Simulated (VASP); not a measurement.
# ZnMo3 (P6_3/mmc) in VASP: notebook

Runs on ZnMo3. Level: PBE. Tasks: single point.

Everything below comes from runs of VASP 6.6.1. Logs are shortened: lines on timing, memory, paths and dates and some standing lists are left out, and cuts for length are marked.

### Step 1. The cell of the first run

Symmetry: P6_3/mmc, No. 194, hexagonal system. The conventional cell has a = 5.624 Å, b = 5.624 Å, c = 4.514 Å, α = 90.00°, β = 90.00°, γ = 120.00°. Zn (site symmetry -6m2) has 12 Mo at 2.78 to 2.81 Å within 3.7 Å. Mo (site symmetry mm2) has 4 Zn at 2.78 to 2.81 Å and 8 Mo at 2.78 to 2.82 Å within 3.7 Å.

### Step 2. Single point, PBE

File INCAR:

```
SYSTEM = ZnMo3
PREC     = Accurate       ! precision mode
ENCUT    = 520            ! plane-wave cutoff, eV
EDIFF    = 1E-6           ! SCF threshold, eV
ISMEAR   = 0              ! smearing method
SIGMA    = 0.1            ! smearing width, eV
LREAL    = .False.        ! projectors in reciprocal space
LASPH    = .True.         ! aspherical terms in the spheres
NELM     = 100            ! most SCF steps
ALGO     = Fast           ! electronic algorithm
ISIF     = 2              ! what is computed and relaxed
LWAVE    = .False.        ! write WAVECAR
LCHARG   = .False.        ! write CHGCAR
GGA      = PE             ! functional
NBANDS   = 64             ! bands
```

File KPOINTS:

```
Automatic mesh
0
Gamma
  6 6 4
  0 0 0
```

File POSCAR:

```
ZnMo3
1.0
    5.6235610714      0.0000000000      0.0000000000
   -2.8117805357      4.8701467476      0.0000000000
    0.0000000000      0.0000000000      4.5137754321
Zn Mo
2 6
Direct
    0.3333333333      0.6666666667      0.2500000000
    0.6666666667      0.3333333333      0.7500000000
    0.8330000000      0.6660000000      0.2500000000
    0.1670000000      0.8330000000      0.7500000000
    0.3340000000      0.1670000000      0.2500000000
    0.1670000000      0.3340000000      0.7500000000
    0.8330000000      0.1670000000      0.2500000000
    0.6660000000      0.8330000000      0.7500000000
```

Potentials or basis: VASP PAW PBE potentials, release 64 (Zn, Mo_sv).

Command:

```
$ cat potpaw_PBE.64/Zn/POTCAR potpaw_PBE.64/Mo_sv/POTCAR > POTCAR
$ mpirun -np 1 vasp_std > vasp.out
```

OUTCAR:

```text
SYSTEM = ZnMo3
   PREC = Accurate
   ENCUT = 520
   EDIFF = 1E-6
   ISMEAR = 0
   LREAL = .False.
   LASPH = .True.
   NELM = 100
   ISIF = 2
   GGA = PE

 ion  position               nearest neighbor table
   1  0.333  0.667  0.250-   4 2.78   4 2.78   8 2.78   8 2.78   6 2.78   6 2.78   3 2.81   5 2.81
                             7 2.81   7 2.81   3 2.81   5 2.81
   2  0.667  0.333  0.750-   7 2.78   7 2.78   5 2.78   5 2.78   3 2.78   3 2.78   6 2.81   8 2.81
                             4 2.81   4 2.81   6 2.81   8 2.81
   3  0.833  0.666  0.250-   2 2.78   2 2.78   8 2.78   4 2.78   4 2.78   8 2.78   5 2.81   7 2.81
                             1 2.81   1 2.81   7 2.82   5 2.82
   4  0.167  0.833  0.750-   1 2.78   1 2.78   3 2.78   3 2.78   5 2.78   5 2.78   8 2.81   6 2.81
                             2 2.81   2 2.81   8 2.82   6 2.82
   5  0.334  0.167  0.250-   2 2.78   2 2.78   6 2.78   6 2.78   4 2.78   4 2.78   7 2.81   3 2.81
                             1 2.81   1 2.81   7 2.82   3 2.82
   6  0.167  0.334  0.750-   1 2.78   1 2.78   7 2.78   5 2.78   5 2.78   7 2.78   8 2.81   4 2.81
                             2 2.81   2 2.81   4 2.82   8 2.82
   7  0.833  0.167  0.250-   2 2.78   2 2.78   6 2.78   6 2.78   8 2.78   8 2.78   5 2.81   3 2.81
                             1 2.81   1 2.81   5 2.82   3 2.82
   8  0.666  0.833  0.750-   1 2.78   1 2.78   3 2.78   3 2.78   7 2.78   7 2.78   4 2.81   6 2.81
                             2 2.81   2 2.81   4 2.82   6 2.82

  LATTYP: Found a hexagonal cell.
 ALAT       =     5.6235610714
 C/A-ratio  =     0.8026542923

  Lattice vectors:

 A1 = (   5.6235610714,   0.0000000000,   0.0000000000)
 A2 = (  -2.8117805357,   4.8701467476,   0.0000000000)
 A3 = (   0.0000000000,   0.0000000000,   4.5137754321)

Analysis of symmetry for initial positions (statically):
=====================================================================
 Subroutine PRICEL returns:
 Original cell was already a primitive cell.

 Routine SETGRP: Setting up the symmetry group for a
 hexagonal supercell.

 Subroutine GETGRP returns: Found 24 space group operations
 (whereof 12 operations were pure point group operations)
 out of a pool of 24 trial point group operations.

The static configuration has the point symmetry D_3d.
 The point group associated with its full space group is D_6h.

Analysis of symmetry for dynamics (positions and initial velocities):
=====================================================================
 Subroutine PRICEL returns:
 Original cell was already a primitive cell.

 Routine SETGRP: Setting up the symmetry group for a
 hexagonal supercell.

 Subroutine GETGRP returns: Found 24 space group operations
 (whereof 12 operations were pure point group operations)
 out of a pool of 24 trial point group operations.

The dynamic configuration has the point symmetry D_3d.
 The point group associated with its full space group is D_6h.

 Subroutine INISYM returns: Found 24 space group operations
 (whereof 12 operations are pure point group operations),
 and found     1 'primitive' translations

----------------------------------------------------------------------------------------

                                     Primitive cell

  volume of cell :     123.6213

  direct lattice vectors                    reciprocal lattice vectors
     5.623561071  0.000000000  0.000000000     0.177823267  0.102666311  0.000000000
    -2.811780536  4.870146748  0.000000000     0.000000000  0.205332622  0.000000000
     0.000000000  0.000000000  4.513775432     0.000000000  0.000000000  0.221544030

  length of vectors
     5.623561071  5.623561071  4.513775432     0.205332622  0.205332622  0.221544030

  position of ions in fractional coordinates (direct lattice)
     0.333333333  0.666666667  0.250000000
     0.666666667  0.333333333  0.750000000
     0.833000000  0.666000000  0.250000000
     0.167000000  0.833000000  0.750000000
     0.334000000  0.167000000  0.250000000
     0.167000000  0.334000000  0.750000000
     0.833000000  0.167000000  0.250000000
     0.666000000  0.833000000  0.750000000

  ion indices of the primitive-cell ions
   primitive index   ion index
                 1           1
                 2           2
                 3           3
                 4           4
                 5           5
                 6           6
                 7           7
                 8           8

----------------------------------------------------------------------------------------

 KPOINTS: Automatic mesh

Automatic generation of k-mesh.
 Grid dimensions read from file:
 generate k-points for:    6    6    4

 Generating k-lattice:

  Cartesian coordinates                     Fractional coordinates (reciprocal lattice)
     0.029637211  0.017111052  0.000000000     0.166666667  0.000000000  0.000000000
     0.000000000  0.034222104  0.000000000     0.000000000  0.166666667  0.000000000
     0.000000000  0.000000000  0.055386008     0.000000000  0.000000000  0.250000000

  Length of vectors
     0.034222104  0.034222104  0.055386008

  Shift w.r.t. Gamma in fractional coordinates (k-lattice)
     0.000000000  0.000000000  0.000000000

 Subroutine IBZKPT returns following result:
 ===========================================

 Found     21 irreducible k-points:

 Following reciprocal coordinates:
            Coordinates               Weight
  0.000000  0.000000  0.000000      1.000000
  0.166667  0.000000  0.000000      6.000000
  0.333333  0.000000  0.000000      6.000000
  0.500000  0.000000  0.000000      3.000000
  0.166667  0.166667  0.000000      6.000000
  0.333333  0.166667  0.000000     12.000000
[... 13 lines left out ...]
  0.333333  0.166667  0.500000     12.000000
  0.333333  0.333333  0.500000      2.000000
   k-points           NKPTS =     21   k-points in BZ     NKDIM =     21   number of bands    NBANDS=     64
   number of dos      NEDOS =    301   number of ions     NIONS =      8
   total plane-waves  NPLWV =  63504
   dimension x,y,z NGX =    42 NGY =   42 NGZ =   36
   dimension x,y,z NGXF=    84 NGYF=   84 NGZF=   72
   ions per type =               2   6
   NGX,Y,Z   is equivalent  to a cutoff of  12.42, 12.42, 13.26 a.u.
   NGXF,Y,Z  is equivalent  to a cutoff of  24.83, 24.83, 26.52 a.u.
 SYSTEM =  ZnMo3
   PREC   = accura    normal or accurate (medium, high low for compatibility)
   ISTART =      0    job   : 0-new  1-cont  2-samecut
   ICHARG =      2    charge: 1-file 2-atom 10-const
   ISPIN  =      1    spin polarized calculation?
   LNONCOLLINEAR =      F non collinear calculations
   LSORBIT =      F    spin-orbit coupling
   LASPH  =      T    aspherical Exc in radial PAW
   ENCUT  =  520.0 eV  38.22 Ry    6.18 a.u.  10.46 10.46  8.39*2*pi/ulx,y,z
   NELM   =    100;   NELMIN=  2; NELMDL= -5     # of ELM steps
   EDIFF  = 0.1E-05   stopping-criterion for ELM
   LREAL  =      F    real-space projection
   EDIFFG = 0.1E-04   stopping-criterion for IOM
   NSW    =      0    number of steps for IOM
   IBRION =     -1    ionic relax: 0-MD 1-quasi-New 2-CG
   NFREE  =      0    steps in history (QN), initial steepest desc. (CG)
   ISIF   =      2    stress and relaxation
   ISYM   =      2    0-nonsym 1-usesym 2-fastsym
   POTIM  = 0.5000    time-step for ionic-motion
   TEBEG  =    0.0;   TEEND  =   0.0 temperature during run
   PSTRESS=    0.0 pullay stress
   NELECT =     108.0000    total number of electrons
   NUPDOWN=      -1.0000    fix difference up-down
   EMIN   =  10.00;   EMAX   =-10.00  energy-range for DOS
   EFERMI =   0.00;   METHOD = LEGACY
   ISMEAR =     0;   SIGMA  =   0.10  broadening in eV -4-tet -1-fermi 0-gaus
   EFERMI_NEDOS =   21; number of points for ismear=-14 and -15
   IALGO  =     68    algorithm
   IMIX   =      4    mixing-type and parameters
     AMIX     =   0.40;   BMIX     =  1.00
     AMIX_MAG =   1.60;   BMIX_MAG =  1.00
  volume/ion in A,a.u.               =      15.45       104.28
  Fermi-wavevector in a.u.,A,eV,Ry     =   1.565014  2.957448 33.324333  2.449269
  Thomas-Fermi vector in A             =   2.667553
   LORBIT       =      0    0 simple, 1 ext, 2 COOP (PROOUT), +10 PAW based schemes
   GGA     = PE    functional components
   LHFCALC =     F    Hartree Fock is set to
   AEXX    =    0.0000 exact exchange contribution
   IVDW    =     0    specifies the selected vdW correction
   LEPSILON=     F    determine dielectric tensor
   LRPA    =     F    only Hartree local field effects (RPA)
 non-spin polarized calculation
 RMM-DIIS sequential band-by-band and
 Gauss-broadening in eV      SIGMA  =   0.10
  energy-cutoff  :      520.00
  volume of cell :      123.62
 maximum number of plane-waves:      3365
 NGX is ok and might be reduce to    42
   NGX = 21   NGY = 21   NGZ = 17

 number of electron     108.0000044 magnetization

 Free energy of the ion-electron system (eV)
  ---------------------------------------------------
  ext. energy  EPLUGINS =         0.00000000
  ---------------------------------------------------
  free energy    TOTEN  =       -66.19967713 eV

  energy without entropy =      -66.15425669  energy(sigma->0) =      -66.17696691

 E-fermi :   9.9114     XC(G=0): -12.9858

 val. band max:        9.9027000831   @ k =   0.3333   0.3333   0.5000
 cond. band min:       9.9262408198   @ k =   0.1667   0.1667   0.2500
 fundamental gap:      0.0235407368
 Fermi energy:         9.9114243997

 k-point     1 :       0.0000    0.0000    0.0000
  band No.  band energies     occupation
      1     -50.8896      2.00000
      2     -50.7225      2.00000
      3     -50.7225      2.00000
      4     -50.7080      2.00000
      5     -50.6344      2.00000
      6     -50.6344      2.00000
[... 56 lines left out ...]
     63      12.2091      0.00000
     64      12.5711      0.00000

 k-point     2 :       0.1667    0.0000    0.0000
  band No.  band energies     occupation
      1     -50.8804      2.00000
      2     -50.7330      2.00000
      3     -50.7228      2.00000
      4     -50.7045      2.00000
      5     -50.6369      2.00000
      6     -50.6342      2.00000
[... 1329 lines left out ...]
     63      12.2287      0.00000
     64      12.2725      0.00000

------------------------ aborting loop because EDIFF is reached ----------------------------------------

  FORCE on cell =-STRESS in cart. coord.  units (eV):
  Direction    XX          YY          ZZ          XY          YZ          ZX
  --------------------------------------------------------------------------------------
  -------------------------------------------------------------------------------------
  Total       -3.1805812     -3.1805812      1.8477372      0.0000000     -0.0000000      0.0000000
  in kB      -41.2214869    -41.2214869     23.9473456      0.0000000     -0.0000000      0.0000000
  external PRESSURE =     -19.4985427 kB  Pullay stress =       0.0000000 kB

 VOLUME and BASIS-vectors are now :
 -----------------------------------------------------------------------------
  energy-cutoff  :      520.00
  volume of cell :      123.62
      direct lattice vectors                 reciprocal lattice vectors
     5.623561071  0.000000000  0.000000000     0.177823267  0.102666311  0.000000000
    -2.811780536  4.870146748  0.000000000     0.000000000  0.205332622  0.000000000
     0.000000000  0.000000000  4.513775432     0.000000000  0.000000000  0.221544030

 POSITION                                       TOTAL-FORCE (eV/Angst)
 -----------------------------------------------------------------------------------
     -0.00000      3.24676      1.12844         0.000000     -0.000000     -0.000000
      2.81178      1.62338      3.38533         0.000000     -0.000000     -0.000000
      2.81178      3.24352      1.12844         0.000000      1.246593     -0.000000
     -1.40308      4.05683      3.38533        -1.079581      0.623296     -0.000000
      1.40870      0.81331      1.12844        -1.079581     -0.623296      0.000000
      0.00000      1.62663      3.38533         0.000000     -1.246593      0.000000
      4.21486      0.81331      1.12844         1.079581     -0.623296     -0.000000
      1.40308      4.05683      3.38533         1.079581      0.623296     -0.000000
 -----------------------------------------------------------------------------------
    total drift:                               -0.000001      0.000000      0.000000

  FREE ENERGIE OF THE ION-ELECTRON SYSTEM (eV)
  ---------------------------------------------------
  free  energy   TOTEN  =       -66.1996771334 eV

  energy  without entropy=      -66.1542566922  energy(sigma->0) =      -66.17696691
```

Run time: 1.9 min. Hardware: 1 thread of Intel Xeon 6975P-C (Granite Rapids), shared host; peak memory 0.31 GiB.

Results:

```yaml
Free_energy: -66.1997 eV
Pressure: -1.9 GPa
Largest_force: 1.247 eV/Å
Band_gap_on_the_k_mesh: zero (bands 54 and 55 overlap by 1.05 eV)
```

Forces in eV/Å, atoms in the order of the input:
```
Zn   0.000  0.000  0.000
Zn   0.000  0.000  0.000
Mo   0.000  1.247  0.000
Mo  -1.080  0.623  0.000
Mo  -1.080 -0.623  0.000
Mo   0.000 -1.247  0.000
Mo   1.080 -0.623  0.000
Mo   1.080  0.623  0.000
```

Caveat: the stress differs along the axes, from -4 to 2 GPa; forces of over 1 eV/Å act on the atoms, so gaps and moduli don't describe the material at rest.

### Step 3. Single point, PBE

This run uses another cell than the first one, of 15.42 Å³/atom.

File INCAR:

```
ALGO     = Fast           # electronic algorithm
EDIFF    = 1E-7           # SCF threshold, eV
ENCUT    = 520            # plane-wave cutoff, eV
GGA      = PE             # functional
ISIF     = 2              # what is computed and relaxed
ISMEAR   = 0              # smearing method
LASPH    = T              # aspherical terms in the spheres
LCHARG   = T              # write CHGCAR
LELF     = T              # ELF
LREAL    = F              # projectors in reciprocal space
LVHAR    = T            
LWAVE    = F              # write WAVECAR
NBANDS   = 64             # bands
NELM     = 100            # most SCF steps
PREC     = Accurate       # precision mode
SIGMA    = 0.1            # smearing width, eV
```

File KPOINTS:

```
k-points
0
Gamma
  6 6 4
```

File POSCAR:

```
ZnMo3
1.0
    5.5756719445      0.0000000000      0.0000000000
   -2.7878359723      4.8286735471      0.0000000000
    0.0000000000      0.0000000000      4.5818133321
Zn Mo
2 6
Direct
    0.3333333333      0.6666666667      0.2500000000
    0.6666666667      0.3333333333      0.7500000000
    0.8409982645      0.6819965291      0.2500000000
    0.1590017355      0.8409982645      0.7500000000
    0.3180034709      0.1590017355      0.2500000000
    0.1590017355      0.3180034709      0.7500000000
    0.8409982645      0.1590017355      0.2500000000
    0.6819965291      0.8409982645      0.7500000000
```

Potentials or basis: VASP PAW PBE potentials, release 64 (Zn, Mo_sv).

Command:

```
$ cat potpaw_PBE.64/Zn/POTCAR potpaw_PBE.64/Mo_sv/POTCAR > POTCAR
$ mpirun -np 1 vasp_std > vasp.out
```

Wall time 2.7 min (1 thread of Intel Xeon 6975P-C (Granite Rapids), shared host); peak memory 0.31 GiB.

It converged, with:

```yaml
Free_energy: -66.5782 eV
Pressure: 0.5 GPa
Largest_force: 0.012 eV/Å
Band_gap_on_the_k_mesh: zero (bands 54 and 55 overlap by 0.99 eV)
```

Forces in eV/Å, atoms in the order of the input:
```
Zn   0.000  0.000  0.000
Zn   0.000  0.000  0.000
Mo   0.000 -0.012  0.000
Mo   0.010 -0.006  0.000
Mo   0.010  0.006  0.000
Mo   0.000  0.012  0.000
Mo  -0.010  0.006  0.000
Mo  -0.010 -0.006  0.000
```

Stress tensor (GPa, compression positive):
```
0.47 0.00 0.00
0.00 0.47 0.00
0.00 0.00 0.67
```

Levels at points of the mesh, in eV from the Fermi level:
| k point | band 52 | band 53 | band 54 | band 55 | band 56 | band 57 |
| --- | --- | --- | --- | --- | --- | --- |
| (0.00, 0.00, 0.00) | -0.67 | -0.39 | -0.39 | 0.37 | 1.64 | 1.64 |
| (0.50, 0.00, 0.00) | -0.39 | -0.20 | -0.08 | -0.07 | 0.62 | 0.63 |
| (0.00, 0.00, 0.50) | 0.54 | 0.54 | 0.54 | 1.14 | 1.14 | 1.27 |
| (0.50, 0.00, 0.50) | -0.94 | -0.89 | -0.89 | 0.80 | 0.80 | 1.16 |

The gap in the log of VASP goes by the Fermi energy; the results here count the filled bands.